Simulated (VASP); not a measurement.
Here is a VASP 6.6.1 calculation.

INCAR

```
ALGO = Normal ; EDIFF = 1E-6
ENCUT = 520 ; GGA = PS
ISIF = 2 ; ISMEAR = 0
LASPH = T ; LCHARG = T
LELF = T ; LREAL = F
LVHAR = T ; LWAVE = F
NBANDS = 11 ; NELM = 80
PREC = Accurate ; SIGMA = 0.15
```

File KPOINTS:

```
k-points
0
Gamma
  14 14 14
```

The input POSCAR:

```
Ca
1.0
    0.0000000000      2.7942000000      2.7522870000
    2.7942000000      0.0000000000      2.7522870000
    2.7942000000      2.7942000000      0.0000000000
Ca
1
Direct
    0.0000000000      0.0000000000      0.0000000000
```

Potentials or basis: VASP PAW PBE potentials, release 64 (Ca_sv).

Run with:

```bash
$ cat potpaw_PBE.64/Ca_sv/POTCAR > POTCAR
$ mpirun -np 1 vasp_std > vasp.out
```

**Question.** Predict the band gap on the k mesh.

**Answer.** Zero (band 5 reaches 1.99 eV, above the bottom of band 6 at 1.65 eV).

**Question.** Predict the pressure.

**Answer.** -0.9 GPa.

Stress tensor (GPa, compression positive):
```
-0.99  0.00  0.00
 0.00 -0.99  0.00
 0.00  0.00 -0.88
```

Caveat: the cell differs from its parent crystal (strain +0.000 along x and y, -0.015 along z); the PAW data sets were made with another functional, which shifts forces and pressure a little.
